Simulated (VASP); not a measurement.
Wanted: the native input for a VASP 6.6.1 run.

```yaml
Task: single point
Functional: LDA
Potentials_or_basis: VASP PAW LDA potentials, release 64 (Nb_sv)
Cutoff: 520 eV
k_mesh: 15 × 15 × 4
Occupations: fermi-dirac, width 0.1 eV
Spin: no spin polarisation
Dipole_correction: no
Further_INCAR_settings: ALGO = Normal; EDIFF = 1e-06; NBANDS = 34
```

The structure of Nb lies in POSCAR:

```
Nb
1.0
    2.7662400301      0.0000000000      0.0000000000
   -1.3831200150      2.3956341390      0.0000000000
    0.0000000000      0.0000000000     10.2239457328
Nb
4
Direct
    0.0000000000      1.0000000000      0.0000000000
    0.0000000000      1.0000000000      0.5000000000
    0.3333333333      0.6666666667      0.2500000000
    0.6666666667      0.3333333333      0.7500000000
```

This isn't the form of Nb at room conditions, which is bcc.

One way to write it, as run:

INCAR

```
PREC     = Accurate       # precision mode
ENCUT    = 520            # plane-wave cutoff, eV
EDIFF    = 1E-6           # SCF threshold, eV
ISMEAR   = -1             # smearing method
SIGMA    = 0.1            # smearing width, eV
LREAL    = False          # projectors in reciprocal space
LASPH    = True           # aspherical terms in the spheres
NELM     = 100            # most SCF steps
ALGO     = Normal         # electronic algorithm
ISIF     = 2              # what is computed and relaxed
LWAVE    = False          # write WAVECAR
LCHARG   = False          # write CHGCAR
NBANDS   = 34             # bands
```

KPOINTS

```
regular mesh
0
Gamma
  15 15 4
```

Potentials or basis: VASP PAW LDA potentials, release 64 (Nb_sv).

Run with:

```sh
$ cat potpaw_LDA.64/Nb_sv/POTCAR > POTCAR
$ mpirun -np 1 vasp_std > vasp.out
```

It gave:

* Pressure: 7.9 GPa
* Band gap on the k mesh: zero (bands 26 and 27 overlap by 1.78 eV)

Caveat: the cell stands under pressure.

Wall time 100 s on 1 thread of Intel(R) Xeon(R) 6975P-C (Granite Rapids), on a shared host, peak memory 0.25 GiB.
